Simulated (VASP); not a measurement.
# CdO (Monteponite) (Fm-3m) in VASP: settings compared

The runs below take CdO (Monteponite) through single point, with RPBE, LDA.

Everything below comes from runs of VASP 6.6.1. Logs are shortened: lines on timing, memory, paths and dates and some standing lists are left out, and cuts for length are marked.

**1. The cell of the first run**

It takes space group Fm-3m (No. 225, cubic). Conventional cell: a = 4.699 Å, b = 4.699 Å, c = 4.699 Å, α = 90.00°, β = 90.00°, γ = 90.00°. Within 3.1 Å of Cd (site symmetry m-3m) lie 6 O at 2.35 Å. O (site symmetry m-3m) has 6 Cd at 2.35 Å within 3.1 Å.

**2. Single point, RPBE**

INCAR

```
PREC = Accurate
ENCUT = 600
EDIFF = 1E-6
ISMEAR = -1
SIGMA = 0.1
LREAL = F
LASPH = T
NELM = 120
ALGO = Normal
ISIF = 2
LWAVE = F
LCHARG = F
GGA = RP
NBANDS = 16
GGA_COMPAT = F
```

KPOINTS

```
Automatic mesh
0
Gamma
  6 6 6
```

POSCAR

```
CdO
1.0
    3.3226950000      0.0000000000      0.0000000000
    1.6613475000      2.8775382790      0.0000000000
    1.6613475000      0.9591794263      2.7129691070
Cd O
1 1
Direct
    0.0000000000      0.0000000000      0.0000000000
    0.5000000000      0.5000000000      0.5000000000
```

Potentials or basis: VASP PAW PBE potentials, release 64 (Cd, O).

Run with:

```bash
$ cat potpaw_PBE.64/Cd/POTCAR potpaw_PBE.64/O/POTCAR > POTCAR
$ mpirun -np 1 vasp_std > vasp.out
```

OUTCAR:

```text
PREC = Accurate
   ENCUT = 600
   EDIFF = 1E-6
   ISMEAR = -1
   LREAL = F
   LASPH = T
   NELM = 120
   ISIF = 2
   GGA = RP

 ion  position               nearest neighbor table
   1  0.000  0.000  0.000-   2 2.35   2 2.35   2 2.35   2 2.35   2 2.35   2 2.35
   2  0.500  0.500  0.500-   1 2.35   1 2.35   1 2.35   1 2.35   1 2.35   1 2.35

  LATTYP: Found a face centered cubic cell.
 ALAT       =     4.6990003326

  Lattice vectors:

 A1 = (   3.3226950000,   0.0000000000,   0.0000000000)
 A2 = (   1.6613475000,   2.8775382790,   0.0000000000)
 A3 = (   1.6613475000,   0.9591794263,   2.7129691070)

Analysis of symmetry for initial positions (statically):
=====================================================================
 Subroutine PRICEL returns:
 Original cell was already a primitive cell.

 Routine SETGRP: Setting up the symmetry group for a
 face centered cubic supercell.

 Subroutine GETGRP returns: Found 48 space group operations
[... 9 lines left out ...]

 Routine SETGRP: Setting up the symmetry group for a
 face centered cubic supercell.

 Subroutine GETGRP returns: Found 48 space group operations
[... 11 lines left out ...]
                                     Primitive cell

  volume of cell :      25.9392

  direct lattice vectors                    reciprocal lattice vectors
     3.322695000  0.000000000  0.000000000     0.300960515 -0.173759635 -0.122866616
     1.661347500  2.877538279  0.000000000     0.000000000  0.347519269 -0.122866616
     1.661347500  0.959179426  2.712969107     0.000000000  0.000000000  0.368599848

  length of vectors
     3.322695000  3.322695000  3.322695000     0.368599848  0.368599848  0.368599848

  position of ions in fractional coordinates (direct lattice)
     0.000000000  0.000000000  0.000000000
     0.500000000  0.500000000  0.500000000

  ion indices of the primitive-cell ions
   primitive index   ion index
                 1           1
                 2           2

----------------------------------------------------------------------------------------

 KPOINTS: Automatic mesh

Automatic generation of k-mesh.
 Grid dimensions read from file:
 generate k-points for:    6    6    6

 Generating k-lattice:

  Cartesian coordinates                     Fractional coordinates (reciprocal lattice)
     0.050160086 -0.028959939 -0.020477769     0.166666667  0.000000000  0.000000000
     0.000000000  0.057919878 -0.020477769     0.000000000  0.166666667  0.000000000
     0.000000000  0.000000000  0.061433308     0.000000000  0.000000000  0.166666667

  Length of vectors
     0.061433308  0.061433308  0.061433308

  Shift w.r.t. Gamma in fractional coordinates (k-lattice)
     0.000000000  0.000000000  0.000000000

 Subroutine IBZKPT returns following result:
 ===========================================

 Found     16 irreducible k-points:

 Following reciprocal coordinates:
            Coordinates               Weight
  0.000000  0.000000  0.000000      1.000000
  0.166667  0.000000  0.000000      8.000000
  0.333333 -0.000000  0.000000      8.000000
  0.500000  0.000000  0.000000      4.000000
  0.166667  0.166667  0.000000      6.000000
  0.333333  0.166667  0.000000     24.000000
[... 8 lines left out ...]
 -0.333333  0.333333  0.166667     24.000000
 -0.333333  0.500000  0.166667     12.000000
   k-points           NKPTS =     16   k-points in BZ     NKDIM =     16   number of bands    NBANDS=     16
   number of dos      NEDOS =    301   number of ions     NIONS =      2
   total plane-waves  NPLWV =  21952
   dimension x,y,z NGX =    28 NGY =   28 NGZ =   28
   dimension x,y,z NGXF=    56 NGYF=   56 NGZF=   56
   ions per type =               1   1
   NGX,Y,Z   is equivalent  to a cutoff of  14.01, 14.01, 14.01 a.u.
   NGXF,Y,Z  is equivalent  to a cutoff of  28.02, 28.02, 28.02 a.u.
 SYSTEM =  unknown system
   PREC   = accura    normal or accurate (medium, high low for compatibility)
   ISTART =      0    job   : 0-new  1-cont  2-samecut
   ICHARG =      2    charge: 1-file 2-atom 10-const
   ISPIN  =      1    spin polarized calculation?
   LNONCOLLINEAR =      F non collinear calculations
   LSORBIT =      F    spin-orbit coupling
   LASPH  =      T    aspherical Exc in radial PAW
   ENCUT  =  600.0 eV  44.10 Ry    6.64 a.u.   6.64  6.64  6.64*2*pi/ulx,y,z
   NELM   =    120;   NELMIN=  2; NELMDL= -5     # of ELM steps
   EDIFF  = 0.1E-05   stopping-criterion for ELM
   LREAL  =      F    real-space projection
   EDIFFG = 0.1E-04   stopping-criterion for IOM
   NSW    =      0    number of steps for IOM
   IBRION =     -1    ionic relax: 0-MD 1-quasi-New 2-CG
   NFREE  =      0    steps in history (QN), initial steepest desc. (CG)
   ISIF   =      2    stress and relaxation
   ISYM   =      2    0-nonsym 1-usesym 2-fastsym
   POTIM  = 0.5000    time-step for ionic-motion
   TEBEG  =    0.0;   TEEND  =   0.0 temperature during run
   PSTRESS=    0.0 pullay stress
   NELECT =      18.0000    total number of electrons
   NUPDOWN=      -1.0000    fix difference up-down
   EMIN   =  10.00;   EMAX   =-10.00  energy-range for DOS
   EFERMI =   0.00;   METHOD = LEGACY
   ISMEAR =    -1;   SIGMA  =   0.10  broadening in eV -4-tet -1-fermi 0-gaus
   EFERMI_NEDOS =   21; number of points for ismear=-14 and -15
   IALGO  =     38    algorithm
   IMIX   =      4    mixing-type and parameters
     AMIX     =   0.40;   BMIX     =  1.00
     AMIX_MAG =   1.60;   BMIX_MAG =  1.00
  volume/ion in A,a.u.               =      12.97        87.52
  Fermi-wavevector in a.u.,A,eV,Ry     =   1.449373  2.738918 28.581518  2.100682
  Thomas-Fermi vector in A             =   2.567107
   LORBIT       =      0    0 simple, 1 ext, 2 COOP (PROOUT), +10 PAW based schemes
   GGA     = RP    functional components
   LHFCALC =     F    Hartree Fock is set to
   AEXX    =    0.0000 exact exchange contribution
   IVDW    =     0    specifies the selected vdW correction
   LEPSILON=     F    determine dielectric tensor
   LRPA    =     F    only Hartree local field effects (RPA)
 non-spin polarized calculation
  energy-cutoff  :      600.00
  volume of cell :       25.94
 maximum number of plane-waves:       893
 NGX is ok and might be reduce to    28
   NGX = 13   NGY = 13   NGZ = 13

 number of electron      18.0000002 magnetization

 Free energy of the ion-electron system (eV)
  ---------------------------------------------------
  ext. energy  EPLUGINS =         0.00000000
  ---------------------------------------------------
  free energy    TOTEN  =        -6.87424824 eV

  energy without entropy =       -6.86992263  energy(sigma->0) =       -6.87208544

 E-fermi :   2.4835     XC(G=0): -11.4995

 val. band max:        2.1862236967   @ k =   0.5000   0.0000   0.0000
 cond. band min:       3.7695324160   @ k =   0.1667   0.0000   0.0000
 fundamental gap:      1.5833087193
 Fermi energy:         2.4834691288

 k-point     1 :       0.0000    0.0000    0.0000
  band No.  band energies     occupation
      1     -15.2518      2.00000
      2      -4.5426      2.00000
      3      -4.5426      2.00000
      4      -4.5426      2.00000
      5      -4.2355      2.00000
      6      -4.2355      2.00000
[... 8 lines left out ...]
     15      20.5201      0.00000
     16      20.5201      0.00000

 k-point     2 :       0.1667    0.0000    0.0000
  band No.  band energies     occupation
      1     -15.0723      2.00000
      2      -4.6657      2.00000
      3      -4.5724      2.00000
      4      -4.5724      2.00000
      5      -4.3269      2.00000
      6      -4.3269      2.00000
[... 8 lines left out ...]
     15      21.1270      0.00000
     16      21.1270      0.00000

 k-point     3 :       0.3333   -0.0000    0.0000
  band No.  band energies     occupation
      1     -14.6853      2.00000
      2      -5.1297      2.00000
      3      -4.9442      2.00000
      4      -4.9442      2.00000
      5      -4.1212      2.00000
      6      -4.1212      2.00000
[... 8 lines left out ...]
     15      22.7061      0.00000
     16      22.7061      0.00000

 k-point     4 :       0.5000    0.0000    0.0000
  band No.  band energies     occupation
      1     -14.4744      2.00000
      2      -5.4646      2.00000
      3      -5.1237      2.00000
      4      -5.1237      2.00000
      5      -3.9958      2.00000
      6      -3.9958      2.00000
[... 8 lines left out ...]
     15      23.5241      0.00000
     16      24.3341      0.00000

 k-point     5 :       0.1667    0.1667    0.0000
  band No.  band energies     occupation
      1     -15.0325      2.00000
      2      -4.7066      2.00000
      3      -4.6577      2.00000
      4      -4.4373      2.00000
      5      -4.4373      2.00000
      6      -4.1705      2.00000
[... 8 lines left out ...]
     15      22.8228      0.00000
     16      24.5082      0.00000

 k-point     6 :       0.3333    0.1667    0.0000
  band No.  band energies     occupation
      1     -14.7601      2.00000
      2      -4.9761      2.00000
      3      -4.8109      2.00000
      4      -4.5663      2.00000
      5      -4.2734      2.00000
      6      -4.0457      2.00000
[... 8 lines left out ...]
     15      23.4937      0.00000
     16      25.0474      0.00000
[... 115 lines left out ...]
 k-point    13 :       0.5000    0.5000    0.0000
  band No.  band energies     occupation
      1     -14.6241      2.00000
      2      -4.9939      2.00000
      3      -3.9719      2.00000
      4      -3.8601      2.00000
      5      -3.8601      2.00000
      6      -3.5492      2.00000
[... 8 lines left out ...]
     15      25.3697      0.00000
     16      28.2006      0.00000

 k-point    14 :       0.5000    0.3333    0.1667
  band No.  band energies     occupation
      1     -14.5939      2.00000
      2      -4.8764      2.00000
      3      -4.8059      2.00000
      4      -4.7178      2.00000
      5      -4.0907      2.00000
      6      -3.9008      2.00000
[... 8 lines left out ...]
     15      23.4035      0.00000
     16      26.1419      0.00000

 k-point    15 :      -0.3333    0.3333    0.1667
  band No.  band energies     occupation
      1     -14.5107      2.00000
      2      -4.9556      2.00000
      3      -4.7214      2.00000
      4      -4.6862      2.00000
      5      -3.9557      2.00000
      6      -3.8929      2.00000
[... 8 lines left out ...]
     15      21.4509      0.00000
     16      27.1092      0.00000

 k-point    16 :      -0.3333    0.5000    0.1667
  band No.  band energies     occupation
      1     -14.5486      2.00000
      2      -4.8578      2.00000
      3      -4.5394      2.00000
      4      -4.3730      2.00000
      5      -3.8599      2.00000
      6      -3.6447      2.00000
[... 8 lines left out ...]
     15      23.5561      0.00000
     16      26.7770      0.00000

------------------------ aborting loop because EDIFF is reached ----------------------------------------

  FORCE on cell =-STRESS in cart. coord.  units (eV):
  Direction    XX          YY          ZZ          XY          YZ          ZX
  --------------------------------------------------------------------------------------
  -------------------------------------------------------------------------------------
  Total        1.9362648      1.9362648      1.9362648     -0.0000000     -0.0000000     -0.0000000
  in kB      119.5966189    119.5966189    119.5966189     -0.0000000     -0.0000000     -0.0000000
  external PRESSURE =     119.5966189 kB  Pullay stress =       0.0000000 kB

 VOLUME and BASIS-vectors are now :
 -----------------------------------------------------------------------------
  energy-cutoff  :      600.00
  volume of cell :       25.94
      direct lattice vectors                 reciprocal lattice vectors
     3.322695000  0.000000000  0.000000000     0.300960515 -0.173759635 -0.122866616
     1.661347500  2.877538279  0.000000000     0.000000000  0.347519269 -0.122866616
     1.661347500  0.959179426  2.712969107     0.000000000  0.000000000  0.368599848

 POSITION                                       TOTAL-FORCE (eV/Angst)
 -----------------------------------------------------------------------------------
      0.00000      0.00000      0.00000         0.000000      0.000000      0.000000
      3.32269      1.91836      1.35648        -0.000000     -0.000000      0.000000
 -----------------------------------------------------------------------------------
    total drift:                                0.000000      0.000000      0.000000

  FREE ENERGIE OF THE ION-ELECTRON SYSTEM (eV)
  ---------------------------------------------------
  free  energy   TOTEN  =        -6.8742482428 eV

  energy  without entropy=       -6.8699226288  energy(sigma->0) =       -6.87208544
```

Run time: 16 s. Hardware: 1 thread of AMD EPYC 7R13, shared host; peak memory 0.13 GiB.

What came out:

```yaml
Free_energy: -6.8742 eV
Pressure: 12.0 GPa
Band_gap_on_the_k_mesh: zero (band 9 reaches 2.19 eV, above the bottom of band 10 at 1.84 eV)
```

Levels at points of the mesh, in eV from the Fermi level:
| k point | band 6 | band 7 | band 8 | band 9 | band 10 | band 11 | band 12 | band 13 |
| --- | --- | --- | --- | --- | --- | --- | --- | --- |
| (0.00, 0.00, 0.00) | -6.72 | -1.61 | -1.61 | -1.61 | -0.65 | 14.80 | 16.81 | 16.81 |
| (0.50, 0.00, 0.00) | -6.48 | -4.09 | -0.30 | -0.30 | 4.25 | 7.11 | 11.78 | 11.78 |
| (0.50, 0.50, 0.00) | -6.03 | -4.58 | -2.58 | -2.58 | 3.71 | 8.36 | 10.99 | 13.19 |

Caveat: the k points lie up to 0.39 Å⁻¹ apart; the PAW data sets were made with another functional, which shifts forces and pressure a little.

**3. Single point, LDA**

INCAR

```
SYSTEM = CdO
PREC = Accurate ; ENCUT = 600
EDIFF = 1E-6 ; ISMEAR = -1
SIGMA = 0.1 ; LREAL = .False.
LASPH = .True. ; NELM = 120
ALGO = Normal ; ISIF = 2
LWAVE = .False. ; LCHARG = .False.
GGA = CA ; NBANDS = 16
GGA_COMPAT = .False.
```

KPOINTS

```
Automatic mesh
0
Gamma
  6 6 6
  0 0 0
```

POSCAR is that of step 2.

Potentials or basis: VASP PAW LDA potentials, release 64 (Cd, O).

Run with:

```bash
$ cat potpaw_LDA.64/Cd/POTCAR potpaw_LDA.64/O/POTCAR > POTCAR
$ mpirun -np 1 vasp_std > vasp.out
```

OUTCAR:

```text
SYSTEM = CdO
   PREC = Accurate
   ENCUT = 600
   EDIFF = 1E-6
   ISMEAR = -1
   LREAL = .False.
   LASPH = .True.
   NELM = 120
   ISIF = 2
   GGA = CA

 ion  position               nearest neighbor table
   1  0.000  0.000  0.000-   2 2.35   2 2.35   2 2.35   2 2.35   2 2.35   2 2.35
   2  0.500  0.500  0.500-   1 2.35   1 2.35   1 2.35   1 2.35   1 2.35   1 2.35

  LATTYP: Found a face centered cubic cell.
 ALAT       =     4.6990003326

  Lattice vectors:

[... 478 lines left out ...]
     16      26.1349      0.00000

------------------------ aborting loop because EDIFF is reached ----------------------------------------

  FORCE on cell =-STRESS in cart. coord.  units (eV):
  Direction    XX          YY          ZZ          XY          YZ          ZX
  --------------------------------------------------------------------------------------
  -------------------------------------------------------------------------------------
  Total       -0.7337027     -0.7337027     -0.7337027     -0.0000000      0.0000000      0.0000000
  in kB      -45.3183705    -45.3183705    -45.3183705     -0.0000000      0.0000000      0.0000000
  external PRESSURE =     -45.3183705 kB  Pullay stress =       0.0000000 kB

 VOLUME and BASIS-vectors are now :
 -----------------------------------------------------------------------------
  energy-cutoff  :      600.00
  volume of cell :       25.94
      direct lattice vectors                 reciprocal lattice vectors
     3.322695000  0.000000000  0.000000000     0.300960515 -0.173759635 -0.122866616
     1.661347500  2.877538279  0.000000000     0.000000000  0.347519269 -0.122866616
     1.661347500  0.959179426  2.712969107     0.000000000  0.000000000  0.368599848

 POSITION                                       TOTAL-FORCE (eV/Angst)
 -----------------------------------------------------------------------------------
      0.00000      0.00000      0.00000        -0.000000      0.000000      0.000000
      3.32269      1.91836      1.35648         0.000000      0.000000      0.000000
 -----------------------------------------------------------------------------------
    total drift:                                0.000000      0.000000      0.000000

  FREE ENERGIE OF THE ION-ELECTRON SYSTEM (eV)
  ---------------------------------------------------
  free  energy   TOTEN  =        -9.3362822937 eV

  energy  without entropy=       -9.3319878877  energy(sigma->0) =       -9.33413509
```

Wall time 14 s (1 thread of AMD EPYC 7R13, shared host); peak memory 0.11 GiB.

Results:

```
Free energy            : -9.3363 eV
Pressure               : -4.5 GPa
Band gap on the k mesh : zero (band 9 reaches 1.78 eV, above the bottom of band 10 at 1.27 eV)
```

Caveat: the k points lie up to 0.39 Å⁻¹ apart.
